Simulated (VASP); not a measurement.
The system is GeCl2.

```
CELL_PARAMETERS angstrom
0.00000 4.18680 4.18680
4.18680 0.00000 4.18680
4.18680 4.18680 0.00000
ATOMIC_POSITIONS crystal
Ge 0.75000 0.75000 0.75000
Ge 0.50000 0.50000 0.50000
Cl 0.62500 0.62500 0.62500
Cl 0.62500 0.62500 0.12500
Cl 0.62500 0.12500 0.62500
Cl 0.12500 0.62500 0.62500
```

The cell was generated, and may not be a known phase.

| Property | Result |
| --- | --- |
| Program | VASP 6.6.1 |
| Task | relaxation of cell and atoms |
| Functional | PBE |
| Potentials or basis | VASP PAW PBE potentials, release 64 (Ge_d, Cl) |
| Cutoff | 600 eV |
| k mesh | 4 × 4 × 4 |
| Occupations | gaussian, width 0.1 eV |
| Spin | no spin polarisation |

At the start: pressure 84.0 GPa; volume 24.46 Å³/atom.

Where does the relaxation end?

Over 5 steps the energy falls by 4915.7 meV/atom and the volume is 65.17 Å³/atom (+166.4 %); space group Fd-3m (No. 227, to 0.1 Å) before and after.

Step by step:
```tsv
step	energy change (eV)	largest force (eV/Å)	pressure (GPa)	volume (Å³)
1	0.0000	0.0000	83.97	146.78
2	-24.4996	0.0000	-6.78	622.41
3	-29.3993	0.0000	1.17	364.74
4	-29.4893	0.0000	0.27	384.66
5	-29.4943	0.0000	-0.01	391.03
```

Final structure:
```
Ge Cl
1.0
     0.00000    5.80400    5.80400
     5.80400    0.00000    5.80400
     5.80400    5.80400    0.00000
Ge Cl
2 4
Direct
  0.75000 0.75000 0.75000
  0.50000 0.50000 0.50000
  0.62500 0.62500 0.62500
  0.62500 0.62500 0.12500
  0.62500 0.12500 0.62500
  0.12500 0.62500 0.62500
```

Caveat: the volume moved by over 15 % at a fixed basis, so the end points are rough.
